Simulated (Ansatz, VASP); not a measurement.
## Al in VASP and in Ansatz

```xyz
1
Lattice="0.0000 2.0382 2.0382 2.0382 0.0000 2.0382 2.0382 2.0382 0.0000" Properties=species:S:1:pos:R:3 pbc="T T T"
Al    0.0000    0.0000    0.0000
```

Alike in both runs: task single point; functional PBEsol; dispersion D4; k mesh 11 × 11 × 11; occupations fermi-dirac, width 0.05 eV; no spin polarisation.

|  | VASP | Ansatz |
| --- | --- | --- |
| version | VASP 6.6.1 | Ansatz 0.2.0 |
| potentials or method | VASP PAW PBE potentials, release 64 (Al) | Ansatz PAW |
| plane-wave cutoff (eV) | 520 | 420 |
| valence electrons in the cell | 3 | 3 |

|  | VASP | Ansatz | Ansatz less VASP |
| --- | --- | --- | --- |
| gap on the k mesh at the Fermi level (eV) | none | none | - |
| pressure (GPa) | -5.1 | -5.1 | -0.05 |

VASP's potentials were made for PBE, not for PBEsol. A gap of «none» marks a metal or a gap that the smearing closes.
